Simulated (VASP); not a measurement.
## AlNi: single point with PBE

Crystal: AlNi.

```
CELL_PARAMETERS angstrom
0.00000 -2.89272 0.00000
0.00000 0.00000 -2.89272
8.97817 -0.96424 -0.96424
ATOMIC_POSITIONS crystal
Al 0.75835 0.75835 0.72494
Al 0.97315 0.97315 0.08055
Al 0.86575 0.86575 0.40274
Ni 0.20465 0.20465 0.88604
Ni 0.41945 0.41945 0.24165
Ni 0.31205 0.31205 0.56384
```

```json
{
 "Program": "VASP 6.6.1",
 "Task": "single point",
 "Functional": "PBE",
 "Potentials or basis": "VASP PAW PBE potentials, release 64 (Al, Ni)",
 "Cutoff": "520 eV",
 "k mesh": "15 × 15 × 5",
 "Occupations": "gaussian, width 0.15 eV",
 "Spin": "no spin polarisation",
 "Dipole correction": "no",
 "Further INCAR settings": "ALGO = Fast; EDIFF = 1e-06; NBANDS = 28"
}
```

The pressure is 7.9 GPa and the largest force is 7.180 eV/Å.

Forces on the atoms (eV/Å):
```
Al   0.365 -0.138 -0.138
Al   5.957  2.162  2.162
Al  -0.021  0.027  0.027
Ni  -6.542 -2.093 -2.093
Ni   0.347  0.070  0.070
Ni  -0.106 -0.029 -0.029
```

Stress tensor (GPa, compression positive):
```
24.28  9.58  9.58
 9.58 -0.26  2.52
 9.58  2.52 -0.26
```

Levels at points of the mesh, in eV from the Fermi level:
```tsv
k point	band 16	band 17	band 18	band 19	band 20	band 21	band 22	band 23
(0.00, 0.00, 0.00)	-1.54	-1.49	-1.16	-1.06	-0.20	4.68	5.96	5.98
```

Wall time 13 min on 1 thread of Intel(R) Xeon(R) Platinum 8259CL CPU @ 2.50GHz (Skylake/Cascade Lake) (shared host), peak memory 0.59 GiB.

Caveat: forces of over 1 eV/Å act on the atoms, so gaps and moduli don't describe the material at rest. Spin polarisation is off, so any magnetic state and its effect on volume and gap are missing.
